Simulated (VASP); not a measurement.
# Pt (P6_3/mmc) in VASP: further runs

Pt is run at these levels: LDA; tasks: single point.

All numbers are computed with VASP 6.6.1; they aren't measurements. Logs are shortened: lines on timing, memory, paths and dates and some standing lists are left out, and cuts for length are marked.

**1. The cell of the first run**

The structure is hexagonal, space group P6_3/mmc (No. 194). The conventional cell has a = 2.573 Å, b = 2.573 Å, c = 4.353 Å, α = 90.00°, β = 90.00°, γ = 120.00°. Within 3.4 Å of Pt (site symmetry -6m2) lie 12 Pt at 2.57 to 2.64 Å.

**2. Single point, LDA**

INCAR

```
SYSTEM = Pt
  PREC = Accurate
  ENCUT = 520
  EDIFF = 1E-6
  ISMEAR = -1
  SIGMA = 0.08
  LREAL = .False.
  LASPH = .True.
  NELM = 60
  ALGO = Normal
  ISIF = 2
  LWAVE = .False.
  LCHARG = .False.
  GGA = CA
  NBANDS = 17
```

KPOINTS

```
regular mesh
0
Gamma
  16 16 9
  0 0 0
```

POSCAR

```
Pt
1.0
    2.5734668649      0.0000000000      0.0000000000
   -1.2867334325      2.2286876808      0.0000000000
    0.0000000000      0.0000000000      4.3526363915
Pt
2
Direct
    0.3333333333      0.6666666667      0.2500000000
    0.6666666667      0.3333333333      0.7500000000
```

Potentials or basis: VASP PAW LDA potentials, release 64 (Pt).

Run with:

```console
cat potpaw_LDA.64/Pt/POTCAR > POTCAR
mpirun -np 1 vasp_std > vasp.out
```

OUTCAR:

```text
SYSTEM = Pt
   PREC = Accurate
   ENCUT = 520
   EDIFF = 1E-6
   ISMEAR = -1
   LREAL = .False.
   LASPH = .True.
   NELM = 60
   ISIF = 2
   GGA = CA

 ion  position               nearest neighbor table
   1  0.333  0.667  0.250-   2 2.64   2 2.64   2 2.64   2 2.64   2 2.64   2 2.64
   2  0.667  0.333  0.750-   1 2.64   1 2.64   1 2.64   1 2.64   1 2.64   1 2.64

  LATTYP: Found a hexagonal cell.
 ALAT       =     2.5734668649
 C/A-ratio  =     1.6913512472

  Lattice vectors:

 A1 = (   2.5734668649,   0.0000000000,   0.0000000000)
 A2 = (  -1.2867334325,   2.2286876808,   0.0000000000)
 A3 = (   0.0000000000,   0.0000000000,   4.3526363915)

Analysis of symmetry for initial positions (statically):
=====================================================================
 Subroutine PRICEL returns:
 Original cell was already a primitive cell.

 Routine SETGRP: Setting up the symmetry group for a
 hexagonal supercell.

 Subroutine GETGRP returns: Found 24 space group operations
 (whereof 12 operations were pure point group operations)
 out of a pool of 24 trial point group operations.

The static configuration has the point symmetry D_3d.
 The point group associated with its full space group is D_6h.

Analysis of symmetry for dynamics (positions and initial velocities):
=====================================================================
 Subroutine PRICEL returns:
 Original cell was already a primitive cell.

 Routine SETGRP: Setting up the symmetry group for a
 hexagonal supercell.

 Subroutine GETGRP returns: Found 24 space group operations
 (whereof 12 operations were pure point group operations)
 out of a pool of 24 trial point group operations.

The dynamic configuration has the point symmetry D_3d.
 The point group associated with its full space group is D_6h.

 Subroutine INISYM returns: Found 24 space group operations
 (whereof 12 operations are pure point group operations),
 and found     1 'primitive' translations

----------------------------------------------------------------------------------------

                                     Primitive cell

  volume of cell :      24.9643

  direct lattice vectors                    reciprocal lattice vectors
     2.573466865  0.000000000  0.000000000     0.388580873  0.224347271  0.000000000
    -1.286733432  2.228687681  0.000000000     0.000000000  0.448694543  0.000000000
     0.000000000  0.000000000  4.352636391     0.000000000  0.000000000  0.229745816

  length of vectors
     2.573466865  2.573466865  4.352636391     0.448694543  0.448694543  0.229745816

  position of ions in fractional coordinates (direct lattice)
     0.333333333  0.666666667  0.250000000
     0.666666667  0.333333333  0.750000000

  ion indices of the primitive-cell ions
   primitive index   ion index
                 1           1
                 2           2

----------------------------------------------------------------------------------------

 KPOINTS: regular mesh

Automatic generation of k-mesh.
 Grid dimensions read from file:
 generate k-points for:   16   16    9

 Generating k-lattice:

  Cartesian coordinates                     Fractional coordinates (reciprocal lattice)
     0.024286305  0.014021704  0.000000000     0.062500000  0.000000000  0.000000000
     0.000000000  0.028043409  0.000000000     0.000000000  0.062500000  0.000000000
     0.000000000  0.000000000  0.025527313     0.000000000  0.000000000  0.111111111

  Length of vectors
     0.028043409  0.028043409  0.025527313

  Shift w.r.t. Gamma in fractional coordinates (k-lattice)
     0.000000000  0.000000000  0.000000000

 Subroutine IBZKPT returns following result:
 ===========================================

 Found    150 irreducible k-points:

 Following reciprocal coordinates:
            Coordinates               Weight
  0.000000  0.000000  0.000000      1.000000
  0.062500  0.000000  0.000000      6.000000
  0.125000  0.000000  0.000000      6.000000
  0.187500  0.000000  0.000000      6.000000
  0.250000  0.000000  0.000000      6.000000
  0.312500  0.000000  0.000000      6.000000
[... 16 lines left out ...]
  0.187500  0.187500  0.000000      6.000000
  0.250000  0.187500  0.000000     12.000000
 [... further k-points ...]
   k-points           NKPTS =    150   k-points in BZ     NKDIM =    150   number of bands    NBANDS=     17
   number of dos      NEDOS =    301   number of ions     NIONS =      2
   total plane-waves  NPLWV =  12800
   dimension x,y,z NGX =    20 NGY =   20 NGZ =   32
   dimension x,y,z NGXF=    40 NGYF=   40 NGZF=   64
   ions per type =               2
   NGX,Y,Z   is equivalent  to a cutoff of  12.92, 12.92, 12.22 a.u.
   NGXF,Y,Z  is equivalent  to a cutoff of  25.84, 25.84, 24.44 a.u.
 SYSTEM =  Pt
   PREC   = accura    normal or accurate (medium, high low for compatibility)
   ISTART =      0    job   : 0-new  1-cont  2-samecut
   ICHARG =      2    charge: 1-file 2-atom 10-const
   ISPIN  =      1    spin polarized calculation?
   LNONCOLLINEAR =      F non collinear calculations
   LSORBIT =      F    spin-orbit coupling
   LASPH  =      T    aspherical Exc in radial PAW
   ENCUT  =  520.0 eV  38.22 Ry    6.18 a.u.   4.78  4.78  8.09*2*pi/ulx,y,z
   NELM   =     60;   NELMIN=  2; NELMDL= -5     # of ELM steps
   EDIFF  = 0.1E-05   stopping-criterion for ELM
   LREAL  =      F    real-space projection
   EDIFFG = 0.1E-04   stopping-criterion for IOM
   NSW    =      0    number of steps for IOM
   IBRION =     -1    ionic relax: 0-MD 1-quasi-New 2-CG
   NFREE  =      0    steps in history (QN), initial steepest desc. (CG)
   ISIF   =      2    stress and relaxation
   ISYM   =      2    0-nonsym 1-usesym 2-fastsym
   POTIM  = 0.5000    time-step for ionic-motion
   TEBEG  =    0.0;   TEEND  =   0.0 temperature during run
   PSTRESS=    0.0 pullay stress
   NELECT =      20.0000    total number of electrons
   NUPDOWN=      -1.0000    fix difference up-down
   EMIN   =  10.00;   EMAX   =-10.00  energy-range for DOS
   EFERMI =   0.00;   METHOD = LEGACY
   ISMEAR =    -1;   SIGMA  =   0.08  broadening in eV -4-tet -1-fermi 0-gaus
   EFERMI_NEDOS =   21; number of points for ismear=-14 and -15
   IALGO  =     38    algorithm
   IMIX   =      4    mixing-type and parameters
     AMIX     =   0.40;   BMIX     =  1.00
     AMIX_MAG =   1.60;   BMIX_MAG =  1.00
  volume/ion in A,a.u.               =      12.48        84.23
  Fermi-wavevector in a.u.,A,eV,Ry     =   1.520471  2.873273 31.454379  2.311832
  Thomas-Fermi vector in A             =   2.629317
   LORBIT       =      0    0 simple, 1 ext, 2 COOP (PROOUT), +10 PAW based schemes
   GGA     = CA    functional components
   LHFCALC =     F    Hartree Fock is set to
   AEXX    =    0.0000 exact exchange contribution
   IVDW    =     0    specifies the selected vdW correction
   LEPSILON=     F    determine dielectric tensor
   LRPA    =     F    only Hartree local field effects (RPA)
 non-spin polarized calculation
  energy-cutoff  :      520.00
  volume of cell :       24.96
 maximum number of plane-waves:       685
 NGX is ok and might be reduce to    20

 number of electron      19.9999999 magnetization

 Free energy of the ion-electron system (eV)
  ---------------------------------------------------
  ext. energy  EPLUGINS =         0.00000000
  ---------------------------------------------------
  free energy    TOTEN  =       -13.85325148 eV

  energy without entropy =      -13.79557796  energy(sigma->0) =      -13.82441472

 E-fermi :  15.2223     XC(G=0): -14.8033

 val. band max:       15.2088036404   @ k =   0.0625   0.0000   0.2222
 cond. band min:      15.2282652297   @ k =   0.1250   0.1250   0.4444
 fundamental gap:      0.0194615893
 Fermi energy:        15.2222643604

 k-point     1 :       0.0000    0.0000    0.0000
  band No.  band energies     occupation
      1       2.6906      2.00000
      2       5.5353      2.00000
      3       9.6781      2.00000
      4      10.1971      2.00000
      5      10.1971      2.00000
      6      10.8130      2.00000
[... 9 lines left out ...]
     16      32.3537      0.00000
     17      38.3137      0.00000

 k-point     2 :       0.0625    0.0000    0.0000
  band No.  band energies     occupation
      1       2.8669      2.00000
      2       5.6984      2.00000
      3       9.5919      2.00000
      4      10.2462      2.00000
      5      10.3458      2.00000
      6      10.7111      2.00000
[... 9 lines left out ...]
     16      32.6806      0.00000
     17      36.7137      0.00000

 k-point     3 :       0.1250    0.0000    0.0000
  band No.  band energies     occupation
      1       3.3749      2.00000
      2       6.1436      2.00000
      3       9.3175      2.00000
      4      10.3094      2.00000
      5      10.6292      2.00000
      6      10.7841      2.00000
[... 9 lines left out ...]
     16      33.5278      0.00000
     17      34.9072      0.00000

 k-point     4 :       0.1875    0.0000    0.0000
  band No.  band energies     occupation
      1       4.1432      2.00000
      2       6.6871      2.00000
      3       9.0547      2.00000
      4       9.8757      2.00000
      5      10.0039      2.00000
      6      11.1232      2.00000
[... 9 lines left out ...]
     16      33.9375      0.00000
     17      34.0579      0.00000
[... 343 lines left out ...]
      1       6.6026      2.00000
      2       6.9327      2.00000
      3       6.9968      2.00000
      4      10.0801      2.00000
      5      10.3142      2.00000
      6      10.6006      2.00000
[... 9 lines left out ...]
     16      28.6487      0.00000
     17      29.4875      0.00000

 k-point    23 :       0.1875    0.1875    0.0000
  band No.  band energies     occupation
      1       6.3739      2.00000
      2       7.9290      2.00000
      3       8.1083      2.00000
      4       8.1549      2.00000
      5       9.9765      2.00000
      6      10.0719      2.00000
[... 9 lines left out ...]
     16      31.3021      0.00000
     17      34.0141      0.00000

 k-point    24 :       0.2500    0.1875    0.0000
  band No.  band energies     occupation
      1       7.0883      2.00000
      2       7.6230      2.00000
      3       7.6791      2.00000
      4       8.6230      2.00000
      5       9.7678      2.00000
      6      10.4671      2.00000
[... 9 lines left out ...]
     16      30.8860      0.00000
     17      32.9340      0.00000

 [... further k-points ...]
[... 5 lines left out ...]
  --------------------------------------------------------------------------------------
  -------------------------------------------------------------------------------------
  Total       13.1920936     13.1920936     13.1152329     -0.0000000      0.0000000      0.0000000
  in kB      846.6504106    846.6504106    841.7176009     -0.0000000      0.0000000      0.0000000
  external PRESSURE =     845.0061407 kB  Pullay stress =       0.0000000 kB

 VOLUME and BASIS-vectors are now :
 -----------------------------------------------------------------------------
  energy-cutoff  :      520.00
  volume of cell :       24.96
      direct lattice vectors                 reciprocal lattice vectors
     2.573466865  0.000000000  0.000000000     0.388580873  0.224347271  0.000000000
    -1.286733432  2.228687681  0.000000000     0.000000000  0.448694543  0.000000000
     0.000000000  0.000000000  4.352636391     0.000000000  0.000000000  0.229745816

 POSITION                                       TOTAL-FORCE (eV/Angst)
 -----------------------------------------------------------------------------------
     -0.00000      1.48579      1.08816         0.000000     -0.000000      0.000000
      1.28673      0.74290      3.26448        -0.000000      0.000000      0.000000
 -----------------------------------------------------------------------------------
    total drift:                               -0.000000      0.000000     -0.000000

  FREE ENERGIE OF THE ION-ELECTRON SYSTEM (eV)
  ---------------------------------------------------
  free  energy   TOTEN  =       -13.8532514819 eV

  energy  without entropy=      -13.7955779626  energy(sigma->0) =      -13.82441472
```

It took 39 s on 1 thread of Intel Xeon Platinum 8375C at 2.90GHz (Ice Lake), shared host; peak memory 0.16 GiB.

What came out:

* Free energy: -13.8533 eV
* Pressure: 84.5 GPa
* Band gap on the k mesh: zero (band 10 reaches 15.90 eV, above the bottom of band 11 at 14.09 eV)

Stress tensor (GPa, compression positive):
```
84.67  0.00  0.00
 0.00 84.67  0.00
 0.00  0.00 84.17
```

Levels at points of the mesh, in eV from the Fermi level:
| k point | band 8 | band 9 | band 10 | band 11 | band 12 | band 13 |
| --- | --- | --- | --- | --- | --- | --- |
| (0.00, 0.00, 0.00) | -2.94 | -2.94 | -1.59 | -0.38 | -0.38 | 6.81 |
| (0.50, 0.00, 0.00) | 0.17 | 0.31 | 0.68 | 2.79 | 4.58 | 8.57 |

Caveat: spin-orbit coupling is left out, which moves the levels of the heavy elements.

**3. Single point, LDA**

INCAR

```
ALGO = Normal
EDIFF = 1E-6
ENCUT = 520
GGA = CA
ISIF = 2
ISMEAR = -1
LASPH = True
LCHARG = False
LREAL = False
LWAVE = False
NBANDS = 17
NELM = 60
PREC = Accurate
SIGMA = 0.08
```

KPOINTS

```
k-points
0
Gamma
  16 16 9
```

POSCAR is that of step 2.

Potentials or basis: VASP PAW LDA potentials, release 64 (Pt).

Run with:

```console
cat potpaw_LDA.64/Pt/POTCAR > POTCAR
mpirun -np 1 vasp_std > vasp.out
```

It took 52 s on 1 thread of Intel Xeon Platinum 8375C at 2.90GHz (Ice Lake), shared host; peak memory 0.17 GiB.

The run converged. Its results:

| Quantity | Value |
| --- | --- |
| Free energy | -13.8533 eV |
| Pressure | 84.5 GPa |
| Band gap on the k mesh | zero (band 10 reaches 15.90 eV, above the bottom of band 11 at 14.09 eV) |

Stress tensor (GPa, compression positive):
```
84.67  0.00  0.00
 0.00 84.67  0.00
 0.00  0.00 84.17
```

Levels at points of the mesh, in eV from the Fermi level:
```tsv
k point	band 8	band 9	band 10	band 11	band 12	band 13
(0.00, 0.00, 0.00)	-2.94	-2.94	-1.59	-0.38	-0.38	6.81
(0.50, 0.00, 0.00)	0.17	0.31	0.68	2.79	4.58	8.57
```

Caveat: spin-orbit coupling is left out, which moves the levels of the heavy elements.

**4. Single point, LDA**

This run uses another cell than the first one, of 13.67 Å³/atom, 1.095 times its volume.

INCAR

```
SYSTEM = Pt
PREC = Accurate
ENCUT = 520
EDIFF = 1E-6
ISMEAR = -1
SIGMA = 0.08
LREAL = .FALSE.
LASPH = .TRUE.
NELM = 60
ALGO = Normal
ISIF = 2
LWAVE = .FALSE.
LCHARG = .FALSE.
GGA = CA
NBANDS = 17
```

KPOINTS

```
regular mesh
0
G
  16 16 9
  0 0 0
```

POSCAR

```
Pt
1.0
    2.6474476761      0.0000000000      0.0000000000
   -1.3237238380      2.2927569427      0.0000000000
    0.0000000000      0.0000000000      4.5044660775
Pt
2
Direct
    0.3333333333      0.6666666667      0.2500000000
    0.6666666667      0.3333333333      0.7500000000
```

Run with:

```console
cat potpaw_LDA.64/Pt/POTCAR > POTCAR
mpirun -np 1 vasp_std > vasp.out
```

Wall time 65 s (1 thread of Intel Xeon Platinum 8375C at 2.90GHz (Ice Lake), shared host); peak memory 0.17 GiB.

It converged, with:

```yaml
Free_energy: -14.6896 eV
Pressure: 32.3 GPa
Band_gap_on_the_k_mesh: zero (band 10 reaches 13.73 eV, above the bottom of band 11 at 12.17 eV)
```

Stress tensor (GPa, compression positive):
```
32.41  0.00  0.00
 0.00 32.41  0.00
 0.00  0.00 31.97
```

Levels at points of the mesh, in eV from the Fermi level:
| k point | band 6 | band 7 | band 8 | band 9 | band 10 | band 11 | band 12 | band 13 | band 14 | band 15 |
| --- | --- | --- | --- | --- | --- | --- | --- | --- | --- | --- |
| (0.00, 0.00, 0.00) | -3.83 | -3.83 | -2.47 | -2.47 | -1.24 | -0.30 | -0.30 | 5.96 | 14.63 | 15.78 |
| (0.50, 0.00, 0.00) | -3.67 | -3.46 | 0.11 | 0.29 | 0.58 | 2.54 | 4.21 | 8.03 | 9.71 | 10.87 |

Caveat: spin-orbit coupling is left out, which moves the levels of the heavy elements.

**5. Single point, LDA**

INCAR

```
PREC = Accurate
ENCUT = 520
EDIFF = 1E-6
ISMEAR = -1
SIGMA = 0.08
LREAL = False
LASPH = True
NELM = 60
ALGO = Normal
ISIF = 2
LWAVE = False
LCHARG = False
GGA = CA
NBANDS = 17
```

KPOINTS

```
Automatic mesh
0
Gamma
  16 16 9
```

POSCAR is that of step 4.

Run with:

```console
cat potpaw_LDA.64/Pt/POTCAR > POTCAR
mpirun -np 1 vasp_std > vasp.out
```

Wall time 52 s (1 thread of Intel Xeon Platinum 8375C at 2.90GHz (Ice Lake), shared host); peak memory 0.17 GiB.

It converged, with:

```
Free energy            : -14.6896 eV
Pressure               : 32.3 GPa
Band gap on the k mesh : zero (band 10 reaches 13.73 eV, above the bottom of band 11 at 12.17 eV)
```

Stress tensor (GPa, compression positive):
```
32.41  0.00  0.00
 0.00 32.41  0.00
 0.00  0.00 31.97
```

Levels at points of the mesh, in eV from the Fermi level:
| k point | band 6 | band 7 | band 8 | band 9 | band 10 | band 11 | band 12 | band 13 | band 14 | band 15 |
| --- | --- | --- | --- | --- | --- | --- | --- | --- | --- | --- |
| (0.00, 0.00, 0.00) | -3.83 | -3.83 | -2.47 | -2.47 | -1.24 | -0.30 | -0.30 | 5.96 | 14.63 | 15.78 |
| (0.50, 0.00, 0.00) | -3.67 | -3.46 | 0.11 | 0.29 | 0.58 | 2.54 | 4.21 | 8.03 | 9.71 | 10.87 |

Caveat: spin-orbit coupling is left out, which moves the levels of the heavy elements.
